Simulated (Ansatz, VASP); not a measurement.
# Ga3Sb in VASP and in Ansatz

File INCAR:

```
PREC     = Accurate       # precision mode
ENCUT    = 520            # plane-wave cutoff, eV
EDIFF    = 1E-6           # SCF threshold, eV
ISMEAR   = -1             # smearing method
SIGMA    = 0.05           # smearing width, eV
LREAL    = False          # projectors in reciprocal space
LASPH    = True           # aspherical terms in the spheres
NELM     = 60             # most SCF steps
ALGO     = Fast           # electronic algorithm
ISIF     = 2              # what is computed and relaxed
LWAVE    = False          # write WAVECAR
LCHARG   = True           # write CHGCAR
GGA      = PE             # functional
LELF     = True           # ELF
LVHAR    = True         
NBANDS   = 30             # bands
```

Contents of KPOINTS:

```
regular mesh
0
Gamma
  9 9 9
```

POSCAR

```
Ga3Sb
1.0
   -2.1443099795      2.1443099795      4.7285334803
    2.1443099795     -2.1443099795      4.7285334803
    2.1443099795      2.1443099795     -4.7285334803
Sb Ga
1 3
Direct
    0.0000000000      0.0000000000      0.0000000000
    0.5000000000      0.5000000000      0.0000000000
    0.2500000000      0.7500000000      0.5000000000
    0.7500000000      0.2500000000      0.5000000000
```

Contents of input.yaml:

```yaml
crystal:
  lattice:
    - [-2.1443099795, 2.1443099795, 4.7285334803]
    - [2.1443099795, -2.1443099795, 4.7285334803]
    - [2.1443099795, 2.1443099795, -4.7285334803]
  atoms:
    - { symbol: Sb, position: [0.0, 0.0, 0.0] }
    - { symbol: Ga, position: [0.5, 0.5, 0.0] }
    - { symbol: Ga, position: [0.25, 0.75, 0.5] }
    - { symbol: Ga, position: [0.75, 0.25, 0.5] }
hamiltonian:
  xc: pbe
  pseudopotentials: { kind: paw }
kpoints:
  mp_grid: { grid: [9, 9, 9] }
scf:
  occupations: { method: fermi_dirac, width: 0.05 }
output:
  forces: true
  stress: true
  eigenvalues: true
```

Alike in both runs: task single point; functional PBE; k mesh 9 × 9 × 9; occupations fermi-dirac, width 0.05 eV; no spin polarisation.

```csv
,VASP,Ansatz
version,VASP 6.6.1,Ansatz 0.2.0
potentials or method,"VASP PAW PBE potentials, release 64 (Sb, Ga_d)",Ansatz PAW
plane-wave cutoff (eV),520,420
valence electrons in the cell,44,54
```

VASP gave:

```
gap on the k mesh at the Fermi level (eV)                     : none
pressure (GPa)                                                : 0.3
traceless stress, the component that is largest in VASP (GPa) : 0.63
```

**Question.** Which values does Ansatz return?

**Answer.** gap on the k mesh at the Fermi level (eV): none; pressure (GPa): 0.3; traceless stress, the component that is largest in VASP (GPa): 0.64.

A gap of «none» marks a metal or a gap that the smearing closes. VASP's potentials hold 44 valence electrons a cell and Ansatz's 54, so a difference there can come from the potentials and not from the codes.

Spin-orbit coupling is off throughout.
